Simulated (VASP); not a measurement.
# PbS (Galena) (Fm-3m) in VASP: further runs, part 3 of 3

VASP 6.6.1. Earlier steps stand in the parts before.

### Step 5. Single point, r2SCAN

This run uses another cell than the first one, of 25.56 Å³/atom, 0.792 times its volume.

POSCAR reads:

```
PbS
1.0
    0.0000000000      2.9458450378      2.9458450378
    2.9458450378      0.0000000000      2.9458450378
    2.9458450378      2.9458450378      0.0000000000
Pb S
1 1
Direct
    0.0000000000      0.0000000000      0.0000000000
    0.5000000000      0.5000000000      0.5000000000
```

INCAR.step1 reads:

```
PREC     = Accurate       # precision mode
ENCUT    = 520            # plane-wave cutoff, eV
ISMEAR   = -1             # smearing method
SIGMA    = 0.05           # smearing width, eV
LREAL    = F              # projectors in reciprocal space
LASPH    = T              # aspherical terms in the spheres
NELM     = 100            # most SCF steps
NBANDS   = 17             # bands
GGA      = PE             # functional
ALGO     = Normal         # electronic algorithm
EDIFF    = 1E-4           # SCF threshold, eV
LWAVE    = T              # write WAVECAR
LCHARG   = F              # write CHGCAR
```

INCAR.step2 reads:

```
PREC     = Accurate       # precision mode
ENCUT    = 520            # plane-wave cutoff, eV
EDIFF    = 1E-6           # SCF threshold, eV
ISMEAR   = -1             # smearing method
SIGMA    = 0.05           # smearing width, eV
LREAL    = F              # projectors in reciprocal space
LASPH    = T              # aspherical terms in the spheres
NELM     = 100            # most SCF steps
ALGO     = Normal         # electronic algorithm
ISIF     = 2              # what is computed and relaxed
LWAVE    = F              # write WAVECAR
LCHARG   = F              # write CHGCAR
METAGGA  = R2SCAN         # meta-GGA
LMIXTAU  = T            
NBANDS   = 17             # bands
ISTART   = 1
```

KPOINTS reads:

```
regular mesh
0
Gamma
  8 8 8
```

Potentials or basis: VASP PAW PBE potentials, release 64 (Pb_d, S).

Started as:

```console
$ cat potpaw_PBE.64/Pb_d/POTCAR potpaw_PBE.64/S/POTCAR > POTCAR
$ cp INCAR.step1 INCAR
$ mpirun -np 1 vasp_std > vasp.out
$ cp INCAR.step2 INCAR
$ mpirun -np 1 vasp_std > vasp.out
```

OUTCAR:

```text
PREC = Accurate
   ENCUT = 520
   EDIFF = 1E-6
   ISMEAR = -1
   LREAL = F
   LASPH = T
   NELM = 100
   ISIF = 2
   METAGGA = R2SCAN
   ISTART = 1

 ion  position               nearest neighbor table
   1  0.000  0.000  0.000-   2 2.95   2 2.95   2 2.95   2 2.95   2 2.95   2 2.95
   2  0.500  0.500  0.500-   1 2.95   1 2.95   1 2.95   1 2.95   1 2.95   1 2.95

  LATTYP: Found a face centered cubic cell.
 ALAT       =     5.8916900756

  Lattice vectors:

[... 667 lines left out ...]

  FORCE on cell =-STRESS in cart. coord.  units (eV):
  Direction    XX          YY          ZZ          XY          YZ          ZX
  --------------------------------------------------------------------------------------
  -------------------------------------------------------------------------------------
  Total        0.8383159      0.8383159      0.8383159     -0.0000000     -0.0000000      0.0000000
  in kB       26.2699098     26.2699098     26.2699098     -0.0000000     -0.0000000      0.0000000
  external PRESSURE =      26.2699098 kB  Pullay stress =       0.0000000 kB

 VOLUME and BASIS-vectors are now :
 -----------------------------------------------------------------------------
  energy-cutoff  :      520.00
  volume of cell :       51.13
      direct lattice vectors                 reciprocal lattice vectors
     0.000000000  2.945845038  2.945845038    -0.169730584  0.169730584  0.169730584
     2.945845038  0.000000000  2.945845038     0.169730584 -0.169730584  0.169730584
     2.945845038  2.945845038  0.000000000     0.169730584  0.169730584 -0.169730584

 POSITION                                       TOTAL-FORCE (eV/Angst)
 -----------------------------------------------------------------------------------
      0.00000      0.00000      0.00000         0.000000      0.000000      0.000000
      2.94585      2.94585      2.94585         0.000000      0.000000     -0.000000
 -----------------------------------------------------------------------------------
    total drift:                                0.000000     -0.000000     -0.000000

  FREE ENERGIE OF THE ION-ELECTRON SYSTEM (eV)
  ---------------------------------------------------
  free  energy   TOTEN  =       -65.5941224700 eV

  energy  without entropy=      -65.5940775283  energy(sigma->0) =      -65.59410000
```

OUTCAR.step1:

```text
PREC = Accurate
   ENCUT = 520
   ISMEAR = -1
   LREAL = F
   LASPH = T
   NELM = 100
[... 698 lines left out ...]
 -----------------------------------------------------------------------------------
      0.00000      0.00000      0.00000         0.000000     -0.000000      0.000000
      2.94585      2.94585      2.94585        -0.000000      0.000000     -0.000000
 -----------------------------------------------------------------------------------
    total drift:                                0.000000     -0.000000     -0.000000

  FREE ENERGIE OF THE ION-ELECTRON SYSTEM (eV)
  ---------------------------------------------------
  free  energy   TOTEN  =        -8.7373976876 eV

  energy  without entropy=       -8.7370717569  energy(sigma->0) =       -8.73723472
```

OSZICAR.step1:

```text
N       E                     dE             d eps       ncg     rms          rms(c)
DAV:   1     0.161019764367E+03    0.16102E+03   -0.97917E+03   987   0.125E+03
DAV:   2     0.311756978732E+01   -0.15790E+03   -0.15161E+03  1087   0.322E+02
DAV:   3    -0.889320055597E+01   -0.12011E+02   -0.11923E+02  1276   0.933E+01
DAV:   4    -0.919236518228E+01   -0.29916E+00   -0.29880E+00  1266   0.157E+01
DAV:   5    -0.920339438688E+01   -0.11029E-01   -0.11028E-01  1487   0.294E+00    0.480E+00
DAV:   6    -0.873428474226E+01    0.46911E+00   -0.13114E+00  1545   0.799E+00    0.339E+00
DAV:   7    -0.873413637582E+01    0.14837E-03   -0.14128E-01  1183   0.190E+00    0.189E+00
DAV:   8    -0.873758744973E+01   -0.34511E-02   -0.15107E-02  1175   0.135E+00    0.194E-01
DAV:   9    -0.873723620288E+01    0.35125E-03   -0.29394E-03  1567   0.486E-01    0.857E-02
DAV:  10    -0.873738819362E+01   -0.15199E-03   -0.32777E-04  1141   0.114E-01    0.472E-02
DAV:  11    -0.873739768758E+01   -0.94940E-05   -0.58282E-05   932   0.862E-02
   1 F= -.87373977E+01 E0= -.87372347E+01  d E =-.325931E-03
```

It took 67 s on 1 thread of Intel Xeon Platinum 8488C (Sapphire Rapids), shared host; peak memory 0.19 GiB.

What came out:

```yaml
Free_energy: -65.5941 eV
Pressure: 2.6 GPa
Band_gap_on_the_k_mesh: 0.54 eV, direct
```

Levels at points of the mesh, in eV from the valence-band top:
```
           k point  band 6  band 7  band 8  band 9  band 10  band 11  band 12  band 13  band 14  band 15
(0.00, 0.00, 0.00)  -14.45   -6.10   -2.48   -2.48    -2.48     5.58     5.58     5.58     7.05     7.05
(0.50, 0.00, 0.00)  -13.14   -9.28   -2.06   -2.06     0.00     0.54     2.10     2.10     9.16    10.55
(0.50, 0.50, 0.00)  -12.63   -7.43   -5.61   -3.79    -3.79     4.02     6.05     6.14     6.14    11.68
```

Caveat: the PAW data sets were made with another functional, which shifts forces and pressure a little; spin-orbit coupling is left out, which moves the levels of the heavy elements. A k mesh can miss the band edges.

### Step 6. Summary

```tsv
level	cell	gap on the mesh (eV)	pressure (GPa)
PBE exchange alone	a = 4.503 Å, angles 60.0°, 2 atoms	0.99	-0.1
r2SCAN	a = 4.109 Å, angles 60.0°, 2 atoms	0.36	5.8
r2SCAN	a = 4.138 Å, angles 60.0°, 2 atoms	0.45	4.1
r2SCAN	a = 4.166 Å, angles 60.0°, 2 atoms	0.54	2.6
```

Alike in all rows: task single point; potentials or basis VASP PAW PBE potentials, release 64 (Pb_d, S); no spin polarisation; k mesh 8 × 8 × 8; cutoff (eV) 520; smearing fermi-dirac 0.05 eV.

Caveats: spin-orbit coupling is left out, which moves the levels of the heavy elements; the PAW data sets were made with another functional, which shifts forces and pressure a little (some runs).

Absolute energies hang on the potentials; compare differences alone.
